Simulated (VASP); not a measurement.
# MoS2 in VASP: single point with PBE+D3(BJ)

Aim: the single point of MoS2 with PBE+D3(BJ).

All numbers are computed with VASP 6.6.1; they aren't measurements. Logs are shortened: lines on timing, memory, paths and dates and some standing lists are left out, and cuts for length are marked.

## (1) The cell of the first run

The cell holds a slab with vacuum, 12 atoms: a = 6.306 Å, b = 6.306 Å, c = 23.383 Å, α = 90.00°, β = 90.00°, γ = 120.00°.

## (2) Single point, PBE+D3(BJ)

Input file INCAR:

```
PREC = Accurate
ENCUT = 520
EDIFF = 1E-6
ISMEAR = 0
SIGMA = 0.05
LREAL = False
LASPH = True
NELM = 80
ALGO = Normal
ISIF = 2
LWAVE = False
LCHARG = False
LDIPOL = True
IDIPOL = 3
DIPOL = 0.5 0.5 0.409
GGA = PE
IVDW = 12
NBANDS = 64
```

Input file KPOINTS:

```
Automatic mesh
0
Gamma
  3 3 1
```

Input file POSCAR:

```
MoS2
1.0
    6.3058975174      0.0000000000      0.0000000000
   -3.1529487587      5.4610674438      0.0000000000
    0.0000000000      0.0000000000     23.3832323976
S Mo
8 4
Direct
    0.6666666667      0.3333333333      0.3421254968
    0.6666666667      0.8333333333      0.3421254968
    0.1666666667      0.3333333333      0.3421254968
    0.1666666667      0.8333333333      0.3421254968
    0.6666860707      0.3334642384      0.4762724843
    0.6663687077      0.8332340101      0.4762465544
    0.1673745885      0.3340723501      0.4760702664
    0.1668628118      0.8331871294      0.4762936509
    0.3333332503      0.1664919686      0.4092128122
    0.3334339010      0.6669554359      0.4090911356
    0.8333814183      0.1667019739      0.4092026535
    0.8335124297      0.6668443602      0.4092327800
```

Potentials or basis: VASP PAW PBE potentials, release 64 (S, Mo_sv).

Command:

```sh
$ cat potpaw_PBE.64/S/POTCAR potpaw_PBE.64/Mo_sv/POTCAR > POTCAR
$ mpirun -np 1 vasp_std > vasp.out
```

OUTCAR:

```text
PREC = Accurate
   ENCUT = 520
   EDIFF = 1E-6
   ISMEAR = 0
   LREAL = False
   LASPH = True
   NELM = 80
   ISIF = 2
   GGA = PE
   IVDW = 12
 IVDW          = 12

 ion  position               nearest neighbor table
   1  0.667  0.333  0.342-  11 2.40   9 2.40  12 2.40
   2  0.667  0.833  0.342-  10 2.40  11 2.40  12 2.40
   3  0.167  0.333  0.342-  10 2.40  11 2.40   9 2.40
   4  0.167  0.833  0.342-  10 2.40   9 2.40  12 2.40
   5  0.667  0.333  0.476-  12 2.40   9 2.40  11 2.40
   6  0.666  0.833  0.476-  10 2.40  12 2.40  11 2.40
   7  0.167  0.334  0.476-  10 2.40   9 2.40  11 2.40
   8  0.167  0.833  0.476-  10 2.40  12 2.40   9 2.40
   9  0.333  0.166  0.409-   7 2.40   4 2.40   5 2.40   8 2.40   1 2.40   3 2.40  10 3.15  12 3.15
                            11 3.15  11 3.15  12 3.15  10 3.16
  10  0.333  0.667  0.409-   7 2.40   4 2.40   2 2.40   3 2.40   6 2.40   8 2.40   9 3.15  11 3.15
                            12 3.15  12 3.15  11 3.15   9 3.16
  11  0.833  0.167  0.409-   7 2.40   3 2.40   6 2.40   1 2.40   2 2.40   5 2.40  10 3.15  12 3.15
                             9 3.15   9 3.15  12 3.15  10 3.15
  12  0.834  0.667  0.409-   5 2.40   4 2.40   8 2.40   6 2.40   2 2.40   1 2.40   9 3.15  10 3.15
                            11 3.15  11 3.15  10 3.15   9 3.15

  LATTYP: Found a hexagonal cell.
 ALAT       =     6.3058975174
 C/A-ratio  =     3.7081529367

  Lattice vectors:

 A1 = (   6.3058975174,   0.0000000000,   0.0000000000)
 A2 = (  -3.1529487587,   5.4610674438,   0.0000000000)
 A3 = (   0.0000000000,   0.0000000000,  23.3832323976)

Analysis of symmetry for initial positions (statically):
=====================================================================
 Subroutine PRICEL returns:
 Original cell was already a primitive cell.

 Routine SETGRP: Setting up the symmetry group for a
 hexagonal supercell.

 Subroutine GETGRP returns: Found  1 space group operations
 (whereof  1 operations were pure point group operations)
 out of a pool of 24 trial point group operations.

The static configuration has the point symmetry C_1 .

Analysis of symmetry for dynamics (positions and initial velocities):
=====================================================================
 Subroutine PRICEL returns:
 Original cell was already a primitive cell.

 Routine SETGRP: Setting up the symmetry group for a
 hexagonal supercell.

 Subroutine GETGRP returns: Found  1 space group operations
 (whereof  1 operations were pure point group operations)
 out of a pool of 24 trial point group operations.

The dynamic configuration has the point symmetry C_1 .

 Subroutine INISYM returns: Found  1 space group operations
 (whereof  1 operations are pure point group operations),
 and found     1 'primitive' translations

----------------------------------------------------------------------------------------

                                     Primitive cell

  volume of cell :     805.2468

  direct lattice vectors                    reciprocal lattice vectors
     6.305897517  0.000000000  0.000000000     0.158581708  0.091557192  0.000000000
    -3.152948759  5.461067444  0.000000000     0.000000000  0.183114384  0.000000000
     0.000000000  0.000000000 23.383232398     0.000000000  0.000000000  0.042765687

  length of vectors
     6.305897517  6.305897517 23.383232398     0.183114384  0.183114384  0.042765687

  position of ions in fractional coordinates (direct lattice)
     0.666666667  0.333333333  0.342125497
     0.666666667  0.833333333  0.342125497
     0.166666667  0.333333333  0.342125497
     0.166666667  0.833333333  0.342125497
     0.666686071  0.333464238  0.476272484
     0.666368708  0.833234010  0.476246554
     0.167374589  0.334072350  0.476070266
     0.166862812  0.833187129  0.476293651
     0.333333250  0.166491969  0.409212812
     0.333433901  0.666955436  0.409091136
     0.833381418  0.166701974  0.409202654
     0.833512430  0.666844360  0.409232780

  ion indices of the primitive-cell ions
   primitive index   ion index
                 1           1
                 2           2
                 3           3
                 4           4
                 5           5
                 6           6
                 7           7
                 8           8
                 9           9
                10          10
                11          11
                12          12

----------------------------------------------------------------------------------------

 KPOINTS: Automatic mesh

Automatic generation of k-mesh.
 Grid dimensions read from file:
 generate k-points for:    3    3    1

 Generating k-lattice:

  Cartesian coordinates                     Fractional coordinates (reciprocal lattice)
     0.052860569  0.030519064  0.000000000     0.333333333 -0.000000000  0.000000000
     0.000000000  0.061038128  0.000000000     0.000000000  0.333333333  0.000000000
     0.000000000  0.000000000  0.042765687     0.000000000  0.000000000  1.000000000

  Length of vectors
     0.061038128  0.061038128  0.042765687

  Shift w.r.t. Gamma in fractional coordinates (k-lattice)
     0.000000000  0.000000000  0.000000000

 Subroutine IBZKPT returns following result:
 ===========================================

 Found      5 irreducible k-points:

 Following reciprocal coordinates:
            Coordinates               Weight
  0.000000  0.000000  0.000000      1.000000
  0.333333  0.000000  0.000000      2.000000
  0.000000  0.333333  0.000000      2.000000
 -0.333333  0.333333  0.000000      2.000000
  0.333333  0.333333  0.000000      2.000000
   k-points           NKPTS =      5   k-points in BZ     NKDIM =      5   number of bands    NBANDS=     64
   number of dos      NEDOS =    301   number of ions     NIONS =     12
   total plane-waves  NPLWV = 414720
   dimension x,y,z NGX =    48 NGY =   48 NGZ =  180
   dimension x,y,z NGXF=    96 NGYF=   96 NGZF=  360
   ions per type =               8   4
   NGX,Y,Z   is equivalent  to a cutoff of  12.65, 12.65, 12.80 a.u.
   NGXF,Y,Z  is equivalent  to a cutoff of  25.31, 25.31, 25.59 a.u.
 SYSTEM =  unknown system
   PREC   = accura    normal or accurate (medium, high low for compatibility)
   ISTART =      0    job   : 0-new  1-cont  2-samecut
   ICHARG =      2    charge: 1-file 2-atom 10-const
   ISPIN  =      1    spin polarized calculation?
   LNONCOLLINEAR =      F non collinear calculations
   LSORBIT =      F    spin-orbit coupling
   LASPH  =      T    aspherical Exc in radial PAW
   ENCUT  =  520.0 eV  38.22 Ry    6.18 a.u.  11.72 11.72 43.48*2*pi/ulx,y,z
   NELM   =     80;   NELMIN=  2; NELMDL= -5     # of ELM steps
   EDIFF  = 0.1E-05   stopping-criterion for ELM
   LREAL  =      F    real-space projection
   EDIFFG = 0.1E-04   stopping-criterion for IOM
   NSW    =      0    number of steps for IOM
   IBRION =     -1    ionic relax: 0-MD 1-quasi-New 2-CG
   NFREE  =      0    steps in history (QN), initial steepest desc. (CG)
   ISIF   =      2    stress and relaxation
   ISYM   =      2    0-nonsym 1-usesym 2-fastsym
   POTIM  = 0.5000    time-step for ionic-motion
   TEBEG  =    0.0;   TEEND  =   0.0 temperature during run
   PSTRESS=    0.0 pullay stress
   NELECT =     104.0000    total number of electrons
   NUPDOWN=      -1.0000    fix difference up-down
   EMIN   =  10.00;   EMAX   =-10.00  energy-range for DOS
   EFERMI =   0.00;   METHOD = LEGACY
   ISMEAR =     0;   SIGMA  =   0.05  broadening in eV -4-tet -1-fermi 0-gaus
   EFERMI_NEDOS =   21; number of points for ismear=-14 and -15
   IALGO  =     38    algorithm
   IMIX   =      4    mixing-type and parameters
     AMIX     =   0.40;   BMIX     =  1.00
     AMIX_MAG =   1.60;   BMIX_MAG =  1.00
  volume/ion in A,a.u.               =      67.10       452.84
  Fermi-wavevector in a.u.,A,eV,Ry     =   0.827516  1.563778  9.317030  0.684782
  Thomas-Fermi vector in A             =   1.939733
   LORBIT       =      0    0 simple, 1 ext, 2 COOP (PROOUT), +10 PAW based schemes
   GGA     = PE    functional components
   LHFCALC =     F    Hartree Fock is set to
   AEXX    =    0.0000 exact exchange contribution
   IVDW    =    12    specifies the selected vdW correction
   LEPSILON=     F    determine dielectric tensor
   LRPA    =     F    only Hartree local field effects (RPA)
 non-spin polarized calculation
 Gauss-broadening in eV      SIGMA  =   0.05
  energy-cutoff  :      520.00
  volume of cell :      805.25
 maximum number of plane-waves:     21669
   NGX = 23   NGY = 23   NGZ = 87

 dipolmoment           0.000000      0.000000     -0.000163 electrons x Angstroem

 number of electron     103.9999997 magnetization

 dipolmoment           0.000000      0.000000      0.000073 electrons x Angstroem

 Free energy of the ion-electron system (eV)
  ---------------------------------------------------
  ext. energy  EPLUGINS =         0.00000000
  ---------------------------------------------------
  free energy    TOTEN  =       -87.36783160 eV

  energy without entropy =      -87.36783160  energy(sigma->0) =      -87.36783160

 E-fermi :  -2.1651     XC(G=0):  -3.3136

 val. band max:       -2.5054331170   @ k =   0.3333   0.3333   0.0000
 cond. band min:      -0.7220807814   @ k =   0.3333   0.3333   0.0000
 fundamental gap:      1.7833523355
 Fermi energy:        -2.1650886271

 k-point     1 :       0.0000    0.0000    0.0000
  band No.  band energies     occupation
      1     -63.3404      2.00000
      2     -63.2985      2.00000
      3     -63.2981      2.00000
      4     -63.2975      2.00000
      5     -37.6679      2.00000
      6     -37.6675      2.00000
[... 324 lines left out ...]
     63       0.5281      0.00000
     64       1.1193      0.00000

------------------------ aborting loop because EDIFF is reached ----------------------------------------

 vacuum level on the upper side and lower side of the slab       (xc-potential included)        -0.049        -0.047

 Edisp (eV)   -3.83390

 E8    (eV) :    -1.6588

  FORCE on cell =-STRESS in cart. coord.  units (eV):
  Direction    XX          YY          ZZ          XY          YZ          ZX
  --------------------------------------------------------------------------------------
  -------------------------------------------------------------------------------------
  Total      -0.03162    -0.03252    -0.21195     0.00013    -0.04961    -0.02865
  in kB      -0.06291    -0.06471    -0.42171     0.00025    -0.09870    -0.05700
  external pressure =       -0.18 kB  Pullay stress =        0.00 kB

 VOLUME and BASIS-vectors are now :
 -----------------------------------------------------------------------------
  energy-cutoff  :      520.00
  volume of cell :      805.25
      direct lattice vectors                 reciprocal lattice vectors
     6.305897517  0.000000000  0.000000000     0.158581708  0.091557192  0.000000000
    -3.152948759  5.461067444  0.000000000     0.000000000  0.183114384  0.000000000
     0.000000000  0.000000000 23.383232398     0.000000000  0.000000000  0.042765687

 POSITION                                       TOTAL-FORCE (eV/Angst)
 -----------------------------------------------------------------------------------
      3.15295      1.82036      8.00000         0.002077      0.005781      0.029882
      1.57647      4.55089      8.00000         0.015375      0.010817      0.009548
      0.00000      1.82036      8.00000         0.004774     -0.006660      0.009475
     -1.57647      4.55089      8.00000        -0.012670      0.006686      0.002166
      3.15266      1.82107     11.13679         0.009416     -0.006692     -0.016396
      1.57491      4.55035     11.13618         0.015960      0.016214     -0.014384
      0.00213      1.82439     11.13206        -0.020976     -0.035461      0.032245
     -1.57478      4.55009     11.13729        -0.013121      0.010842     -0.019500
      1.57702      0.90922      9.56872         0.006459      0.025686     -0.023855
     -0.00028      3.64229      9.56587         0.012109     -0.013086      0.016831
      4.72962      0.91037      9.56848        -0.005926      0.007148     -0.008473
      3.15352      3.64168      9.56919        -0.013477     -0.021276     -0.017538
 -----------------------------------------------------------------------------------
    total drift:                                0.000029      0.000041     -0.000101

  FREE ENERGIE OF THE ION-ELECTRON SYSTEM (eV)
  ---------------------------------------------------
  free  energy   TOTEN  =       -91.2017308318 eV

  energy  without entropy=      -91.2017308318  energy(sigma->0) =      -91.20173083

 vacuum level on the upper side and lower side of the slab         3.315         3.316
```

Wall time 7 min (1 thread of Intel Xeon 6975P-C (Granite Rapids), shared host); peak memory 0.85 GiB.

Results:

```
Free energy                : -91.2017 eV
Largest force              : 0.052 eV/Å
Band gap on the k mesh     : 1.78 eV
Dispersion energy per atom : -0.319 eV
```

Forces in eV/Å, atoms in the order of the input:
```
S    0.002  0.006  0.030
S    0.015  0.011  0.010
S    0.005 -0.007  0.009
S   -0.013  0.007  0.002
S    0.009 -0.007 -0.016
S    0.016  0.016 -0.014
S   -0.021 -0.035  0.032
S   -0.013  0.011 -0.019
Mo   0.006  0.026 -0.024
Mo   0.012 -0.013  0.017
Mo  -0.006  0.007 -0.008
Mo  -0.013 -0.021 -0.018
```
